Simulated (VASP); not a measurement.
Write the native input for VASP 6.6.1 that does the following.

- Task: single point
- Functional: PBE
- Potentials or basis: VASP PAW PBE potentials, release 64 (K_sv, In_d, Ga_d, C, N)
- Cutoff: 520 eV
- k mesh: 6 × 6 × 6
- Occupations: gaussian, width 0.1 eV
- Spin: no spin polarisation
- Dipole correction: no
- Further INCAR settings: LREAL = Auto; ALGO = Normal; EDIFF = 1e-06; NBANDS = 58

The structure of KInGaC6N6 lies in POSCAR:

```
KInGaC6N6
1.0
    0.0000000000      5.5118639009      5.5118639009
    5.5118639009      0.0000000000      5.5118639009
    5.5118639009      5.5118639009      0.0000000000
K In Ga C N
1 1 1 6 6
Direct
    0.2500000000      0.2500000000      0.2500000000
    0.5000000000      0.5000000000      0.5000000000
    0.0000000000      0.0000000000      0.0000000000
    0.8074371418      0.1925628582      0.1925628582
    0.8074371418      0.1925628582      0.8074371418
    0.8074371418      0.8074371418      0.1925628582
    0.1925628582      0.8074371418      0.8074371418
    0.1925628582      0.8074371418      0.1925628582
    0.1925628582      0.1925628582      0.8074371418
    0.7007520168      0.2992479832      0.2992479832
    0.7007520168      0.2992479832      0.7007520168
    0.7007520168      0.7007520168      0.2992479832
    0.2992479832      0.7007520168      0.7007520168
    0.2992479832      0.7007520168      0.2992479832
    0.2992479832      0.2992479832      0.7007520168
```

One way to write it, as run:

INCAR

```
SYSTEM = KInGaC6N6
PREC     = Accurate       ! precision mode
ENCUT    = 520            ! plane-wave cutoff, eV
EDIFF    = 1E-6           ! SCF threshold, eV
ISMEAR   = 0              ! smearing method
SIGMA    = 0.1            ! smearing width, eV
LREAL    = Auto         
LASPH    = .TRUE.         ! aspherical terms in the spheres
NELM     = 60             ! most SCF steps
ALGO     = Normal         ! electronic algorithm
ISIF     = 2              ! what is computed and relaxed
LWAVE    = .FALSE.        ! write WAVECAR
LCHARG   = .FALSE.        ! write CHGCAR
GGA      = PE             ! functional
NBANDS   = 58             ! bands
```

KPOINTS

```
Automatic mesh
0
G
  6 6 6
  0 0 0
```

Potentials or basis: VASP PAW PBE potentials, release 64 (K_sv, In_d, Ga_d, C, N).

Launch:

```sh
$ cat potpaw_PBE.64/K_sv/POTCAR potpaw_PBE.64/In_d/POTCAR potpaw_PBE.64/Ga_d/POTCAR potpaw_PBE.64/C/POTCAR potpaw_PBE.64/N/POTCAR > POTCAR
$ mpirun -np 1 vasp_std > vasp.out
```

Results of the run:

```json
{
 "Pressure": "0.4 GPa",
 "Largest force": "0.360 eV/Å",
 "Band gap on the k mesh": "zero (an odd number of electrons rules out a gap without spin polarisation)"
}
```

Caveat: spin-orbit coupling is left out, which moves the levels of the heavy elements; an odd number of electrons without spin polarisation forces a metal; a magnetic or distorted state may lie lower.

It took 8.8 min on 1 thread of Intel(R) Xeon(R) Platinum 8488C (Sapphire Rapids), with other jobs on the host, peak memory 0.61 GiB.
